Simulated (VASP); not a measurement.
# FeS2 (Pnnm) in VASP: further runs

Runs on FeS2. Level: PBE. Tasks: single point.

All numbers are computed with VASP 6.6.1; they aren't measurements. Logs are shortened: lines on timing, memory, paths and dates and some standing lists are left out, and cuts for length are marked.

## 1. The cell of the first run

Symmetry: Pnnm, No. 58, orthorhombic system. The conventional cell has a = 4.373 Å, b = 5.341 Å, c = 3.345 Å, α = 90.00°, β = 90.00°, γ = 90.00°. Fe (site symmetry 2/m) has 6 S at 2.20 to 2.21 Å within 2.9 Å. Within 3.2 Å of S (site symmetry m) lie 3 Fe at 2.20 to 2.21 Å and 10 S at 2.24 to 3.18 Å.

## 2. Single point, PBE (13.02 Å³/atom)

Input file INCAR:

```
PREC = Accurate
ENCUT = 600
EDIFF = 1E-6
ISMEAR = 0
SIGMA = 0.05
LREAL = False
LASPH = True
NELM = 120
ALGO = Normal
ISIF = 2
LWAVE = False
LCHARG = False
GGA = PE
NBANDS = 29
GGA_COMPAT = False
```

Input file KPOINTS:

```
regular mesh
0
Gamma
  6 6 8
```

Input file POSCAR:

```
FeS2
1.0
    4.3729064952      0.0000000000      0.0000000000
    0.0000000000      5.3413729327      0.0000000000
    0.0000000000      0.0000000000      3.3451928527
Fe S
2 4
Direct
    0.0000000000      0.0000000000      0.0000000000
    0.5000000000      0.5000000000      0.5000000000
    0.2052403352      0.3752409010      0.0000000000
    0.2947596648      0.8752409010      0.5000000000
    0.7947596648      0.6247590990      0.0000000000
    0.7052403352      0.1247590990      0.5000000000
```

Potentials or basis: VASP PAW PBE potentials, release 64 (Fe, S).

Launch:

```console
$ cat potpaw_PBE.64/Fe/POTCAR potpaw_PBE.64/S/POTCAR > POTCAR
$ mpirun -np 1 vasp_std > vasp.out
```

OUTCAR:

```text
PREC = Accurate
   ENCUT = 600
   EDIFF = 1E-6
   ISMEAR = 0
   LREAL = False
   LASPH = True
   NELM = 120
   ISIF = 2
   GGA = PE

 ion  position               nearest neighbor table
   1  0.000  0.000  0.000-   3 2.20   5 2.20   4 2.21   6 2.21   4 2.21   6 2.21
   2  0.500  0.500  0.500-   4 2.20   6 2.20   5 2.21   3 2.21   3 2.21   5 2.21
   3  0.205  0.375  0.000-   1 2.20   2 2.21   2 2.21   5 2.24
   4  0.295  0.875  0.500-   2 2.20   1 2.21   1 2.21   6 2.24
   5  0.795  0.625  0.000-   1 2.20   2 2.21   2 2.21   3 2.24
   6  0.705  0.125  0.500-   2 2.20   1 2.21   1 2.21   4 2.24

  LATTYP: Found a simple orthorhombic cell.
 ALAT       =     3.3451928527
 B/A-ratio  =     1.3072210446
 C/A-ratio  =     1.5967309414

  Lattice vectors:

 A1 = (   0.0000000000,   0.0000000000,   3.3451928527)
 A2 = (   4.3729064952,   0.0000000000,   0.0000000000)
 A3 = (   0.0000000000,   5.3413729327,   0.0000000000)

Analysis of symmetry for initial positions (statically):
=====================================================================
 Subroutine PRICEL returns:
 Original cell was already a primitive cell.

 Routine SETGRP: Setting up the symmetry group for a
 simple orthorhombic supercell.

 Subroutine GETGRP returns: Found  8 space group operations
 (whereof  4 operations were pure point group operations)
 out of a pool of  8 trial point group operations.

The static configuration has the point symmetry C_2h.
 The point group associated with its full space group is D_2h.

Analysis of symmetry for dynamics (positions and initial velocities):
=====================================================================
 Subroutine PRICEL returns:
 Original cell was already a primitive cell.

 Routine SETGRP: Setting up the symmetry group for a
 simple orthorhombic supercell.

 Subroutine GETGRP returns: Found  8 space group operations
 (whereof  4 operations were pure point group operations)
 out of a pool of  8 trial point group operations.

The dynamic configuration has the point symmetry C_2h.
 The point group associated with its full space group is D_2h.

 Subroutine INISYM returns: Found  8 space group operations
 (whereof  4 operations are pure point group operations),
 and found     1 'primitive' translations

----------------------------------------------------------------------------------------

                                     Primitive cell
[... 101 lines left out ...]
   EDIFFG = 0.1E-04   stopping-criterion for IOM
   NSW    =      0    number of steps for IOM
   IBRION =     -1    ionic relax: 0-MD 1-quasi-New 2-CG
   NFREE  =      0    steps in history (QN), initial steepest desc. (CG)
   ISIF   =      2    stress and relaxation
   ISYM   =      2    0-nonsym 1-usesym 2-fastsym
   POTIM  = 0.5000    time-step for ionic-motion
   TEBEG  =    0.0;   TEEND  =   0.0 temperature during run
   PSTRESS=    0.0 pullay stress
   NELECT =      40.0000    total number of electrons
   NUPDOWN=      -1.0000    fix difference up-down
   EMIN   =  10.00;   EMAX   =-10.00  energy-range for DOS
   EFERMI =   0.00;   METHOD = LEGACY
   ISMEAR =     0;   SIGMA  =   0.05  broadening in eV -4-tet -1-fermi 0-gaus
   EFERMI_NEDOS =   21; number of points for ismear=-14 and -15
   IALGO  =     38    algorithm
   IMIX   =      4    mixing-type and parameters
     AMIX     =   0.40;   BMIX     =  1.00
     AMIX_MAG =   1.60;   BMIX_MAG =  1.00
  volume/ion in A,a.u.               =      13.02        87.88
  Fermi-wavevector in a.u.,A,eV,Ry     =   1.309624  2.474831 23.335569  1.715116
  Thomas-Fermi vector in A             =   2.440210
   LORBIT       =      0    0 simple, 1 ext, 2 COOP (PROOUT), +10 PAW based schemes
   GGA     = PE    functional components
   LHFCALC =     F    Hartree Fock is set to
   AEXX    =    0.0000 exact exchange contribution
   IVDW    =     0    specifies the selected vdW correction
   LEPSILON=     F    determine dielectric tensor
   LRPA    =     F    only Hartree local field effects (RPA)
 non-spin polarized calculation
 Gauss-broadening in eV      SIGMA  =   0.05
  energy-cutoff  :      600.00
  volume of cell :       78.13
 maximum number of plane-waves:      2642
 NGX is ok and might be reduce to    36
   NGX = 17   NGY = 21   NGZ = 13

 number of electron      39.9999988 magnetization

 Free energy of the ion-electron system (eV)
  ---------------------------------------------------
  ext. energy  EPLUGINS =         0.00000000
  ---------------------------------------------------
  free energy    TOTEN  =       -36.03724022 eV

  energy without entropy =      -36.03724022  energy(sigma->0) =      -36.03724022

 E-fermi :   8.4750     XC(G=0): -11.9268

 val. band max:        8.2582461976   @ k =   0.1667   0.0000   0.2500
 cond. band min:       9.2515559800   @ k =   0.0000   0.5000   0.5000
 fundamental gap:      0.9933097824
 Fermi energy:         8.4749844020

 k-point     1 :       0.0000    0.0000    0.0000
  band No.  band energies     occupation
      1      -8.7710      2.00000
      2      -6.2452      2.00000
      3      -4.3734      2.00000
      4      -3.5412      2.00000
      5       0.3929      2.00000
      6       1.9854      2.00000
[... 757 lines left out ...]
     28      14.5826      0.00000
     29      16.0912      0.00000

 [... further k-points ...]

------------------------ aborting loop because EDIFF is reached ----------------------------------------

  FORCE on cell =-STRESS in cart. coord.  units (eV):
  Direction    XX          YY          ZZ          XY          YZ          ZX
  --------------------------------------------------------------------------------------
  -------------------------------------------------------------------------------------
  Total        3.2851514      3.3743358      3.4191862     -0.0000000      0.0000000      0.0000000
  in kB       67.3630459     69.1917992     70.1114709     -0.0000000      0.0000000      0.0000000
  external PRESSURE =      68.8887720 kB  Pullay stress =       0.0000000 kB

 VOLUME and BASIS-vectors are now :
 -----------------------------------------------------------------------------
  energy-cutoff  :      600.00
  volume of cell :       78.13
      direct lattice vectors                 reciprocal lattice vectors
     4.372906495  0.000000000  0.000000000     0.228680856  0.000000000  0.000000000
     0.000000000  5.341372933  0.000000000     0.000000000  0.187217783  0.000000000
     0.000000000  0.000000000  3.345192853     0.000000000  0.000000000  0.298936427

 POSITION                                       TOTAL-FORCE (eV/Angst)
 -----------------------------------------------------------------------------------
      0.00000      0.00000      0.00000         0.000000      0.000000      0.000000
      2.18645      2.67069      1.67260         0.000000      0.000000      0.000000
      0.89750      2.00430      0.00000        -0.063066      0.037805      0.000000
      1.28896      4.67499      1.67260         0.063066      0.037805      0.000000
      3.47541      3.33707      0.00000         0.063066     -0.037805      0.000000
      3.08395      0.66638      1.67260        -0.063066     -0.037805      0.000000
 -----------------------------------------------------------------------------------
    total drift:                                0.000000      0.000000      0.000000

  FREE ENERGIE OF THE ION-ELECTRON SYSTEM (eV)
  ---------------------------------------------------
  free  energy   TOTEN  =       -36.0372402153 eV

  energy  without entropy=      -36.0372402153  energy(sigma->0) =      -36.03724022
```

stdout:

```text
POSCAR found type information on POSCAR FeS
 POSCAR found :  2 types and       6 ions
 scaLAPACK will be used
 LDA part: xc-table for (Slater+PW92), standard interpolation
 POSCAR, INCAR and KPOINTS ok, starting setup
 FFT: planning ... GRIDC
 FFT: planning ... GRID_SOFT
 FFT: planning ... GRID
 WAVECAR not read
 entering main loop
```

Wall time 2.7 min (1 thread of Intel Xeon Platinum 8488C (Sapphire Rapids), shared host); peak memory 0.33 GiB.

What came out:

```
Free energy            : -36.0372 eV
Pressure               : 6.9 GPa
Largest force          : 0.074 eV/Å
Band gap on the k mesh : 0.99 eV (least direct gap 1.30 eV)
```

Forces on the atoms (eV/Å):
```
Fe   0.000  0.000  0.000
Fe   0.000  0.000  0.000
S   -0.063  0.038  0.000
S    0.063  0.038  0.000
S    0.063 -0.038  0.000
S   -0.063 -0.038  0.000
```

Stress tensor (GPa, compression positive):
```
6.74 0.00 0.00
0.00 6.92 0.00
0.00 0.00 7.01
```

Caveat: the cell stands under pressure. Spin polarisation is off, so any magnetic state and its effect on volume and gap are missing.

## 3. Single point, PBE (13.29 Å³/atom)

This run uses another cell than the first one, of 13.29 Å³/atom.

Input file INCAR:

```
SYSTEM = FeS2
PREC = Accurate
ENCUT = 600
EDIFF = 1E-6
ISMEAR = 0
SIGMA = 0.05
LREAL = .FALSE.
LASPH = .TRUE.
NELM = 120
ALGO = Normal
ISIF = 2
LWAVE = .FALSE.
LCHARG = .TRUE.
GGA = PE
LELF = .TRUE.
LVHAR = .TRUE.
NBANDS = 29
GGA_COMPAT = .FALSE.
```

Input file KPOINTS:

```
regular mesh
0
G
  6 6 8
  0 0 0
```

Input file POSCAR:

```
FeS2
1.0
    4.4060555831      0.0000000000      0.0000000000
    0.0000000000      5.3752918126      0.0000000000
    0.0000000000      0.0000000000      3.3678060870
Fe S
2 4
Direct
    0.0000000000      0.0000000000      0.0000000000
    0.5000000000      0.5000000000      0.5000000000
    0.2057838344      0.3751646260      0.0000000000
    0.2942161656      0.8751646260      0.5000000000
    0.7942161656      0.6248353740      0.0000000000
    0.7057838344      0.1248353740      0.5000000000
```

Potentials or basis: VASP PAW PBE potentials, release 64 (Fe, S).

Launch:

```console
$ cat potpaw_PBE.64/Fe/POTCAR potpaw_PBE.64/S/POTCAR > POTCAR
$ mpirun -np 1 vasp_std > vasp.out
```

Wall time 2.8 min (1 thread of Intel Xeon Platinum 8488C (Sapphire Rapids), shared host); peak memory 0.33 GiB.

It converged, with:

| Quantity | Value |
| --- | --- |
| Free energy | -36.0884 eV |
| Pressure | 3.3 GPa |
| Largest force | 0.072 eV/Å |
| Band gap on the k mesh | 0.93 eV (least direct gap 1.25 eV) |

Forces in eV/Å, atoms in the order of the input:
```
Fe   0.000  0.000  0.000
Fe   0.000  0.000  0.000
S   -0.060  0.039  0.000
S    0.060  0.039  0.000
S    0.060 -0.039  0.000
S   -0.060 -0.039  0.000
```

Stress tensor (GPa, compression positive):
```
3.17 0.00 0.00
0.00 3.36 0.00
0.00 0.00 3.42
```

Levels at points of the mesh, in eV from the valence-band top:
```tsv
k point	band 16	band 17	band 18	band 19	band 20	band 21	band 22	band 23	band 24	band 25
(0.00, 0.00, 0.00)	-1.15	-0.95	-0.78	-0.76	-0.45	1.16	1.48	2.78	3.19	3.49
(0.50, 0.00, 0.00)	-1.14	-0.67	-0.67	-0.10	-0.10	1.91	1.91	1.93	1.93	2.86
(0.00, 0.50, 0.00)	-1.05	-0.82	-0.82	-0.32	-0.32	1.15	1.15	2.54	2.54	3.02
(0.50, 0.50, 0.00)	-1.27	-1.14	-1.14	-0.93	-0.93	1.47	1.47	2.10	2.10	3.22
(0.00, 0.00, 0.50)	-1.42	-0.90	-0.90	-0.43	-0.43	1.58	1.58	1.78	1.78	2.21
(0.50, 0.00, 0.50)	-1.05	-0.76	-0.76	-0.35	-0.35	1.57	1.57	1.94	1.94	3.71
(0.00, 0.50, 0.50)	-1.89	-1.46	-1.46	-0.39	-0.39	0.93	0.93	2.33	2.33	3.08
(0.50, 0.50, 0.50)	-1.43	-0.60	-0.60	-0.37	-0.37	1.64	1.64	2.17	2.17	2.62
```

Caveat: the cell stands under pressure. Spin polarisation is off, so any magnetic state and its effect on volume and gap are missing.

[end of part 1 of 2]
